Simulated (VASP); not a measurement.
InSb:

```
CELL_PARAMETERS angstrom
4.45708 0.00000 0.00000
0.00000 4.45708 0.00000
0.00000 0.00000 9.66118
ATOMIC_POSITIONS crystal
In 0.50000 0.00000 0.00000
In 0.00000 0.50000 0.00000
In 0.50000 0.50000 0.00000
Sb 0.00000 0.00000 0.77557
Sb 0.00000 0.00000 0.22443
Sb 0.00000 0.00000 0.50000
```

```yaml
Program: VASP 6.6.1
Task: relaxation of cell and atoms
Functional: PBE
Potentials_or_basis: VASP PAW PBE potentials, release 64 (In_d, Sb)
Cutoff: 600 eV
k_mesh: 4 × 4 × 2
Occupations: gaussian, width 0.1 eV
Spin: no spin polarisation
```

At the start: pressure 27.7 GPa; volume 31.99 Å³/atom.

Problem. How do energy, volume and symmetry change on relaxing?

Solution. Over 17 steps the energy falls by 1478.3 meV/atom and the volume is 48.92 Å³/atom (+52.9 %); space group P4/mmm (No. 123, to 0.05 Å).

Step by step:
| step | energy change (eV) | largest force (eV/Å) | pressure (GPa) | volume (Å³) |
| --- | --- | --- | --- | --- |
| 1 | 0.0000 | 0.4036 | 27.67 | 191.92 |
| 2 | -7.4458 | 0.0712 | -2.55 | 382.21 |
| 3 | -7.9555 | 0.3761 | -0.22 | 298.94 |
| 4 | -7.9745 | 0.2875 | -1.42 | 321.97 |
| 5 | -7.9913 | 0.3226 | -1.07 | 313.94 |
| 6 | -8.2422 | 1.2641 | 0.06 | 302.51 |
| 7 | -8.2437 | 1.3547 | 0.18 | 301.62 |
| 8 | -8.4099 | 1.2625 | 0.07 | 299.63 |
| 9 | -8.7799 | 0.7806 | 0.20 | 293.14 |
| 10 | -6.6144 | 6.7136 | 5.00 | 277.77 |
| 11 | -8.7176 | 1.0604 | 0.45 | 292.44 |
| 12 | -8.6322 | 0.0644 | 1.54 | 285.47 |
| 13 | -8.7502 | 0.8928 | 0.69 | 290.28 |
| 14 | -8.8630 | 0.0520 | -0.39 | 297.42 |
| 15 | -8.8664 | 0.0606 | -0.26 | 296.31 |
| 16 | -8.8664 | 0.0737 | -0.24 | 296.19 |
| 17 | -8.8696 | 0.0307 | -0.05 | 293.51 |

Final structure:
```xyz
6
Lattice="5.7586 0.0000 0.0000 0.0000 5.7586 0.0000 0.0000 0.0000 8.8511" Properties=species:S:1:pos:R:3 pbc="T T T"
In    2.8793    0.0000    0.0000
In    0.0000    2.8793    0.0000
In    2.8793    2.8793    0.0000
Sb    0.0000    0.0000    7.2368
Sb    0.0000    0.0000    1.6143
Sb    0.0000    0.0000    4.4256
```

Caveat: the volume moved by over 15 % at a fixed basis, so the end points are rough.
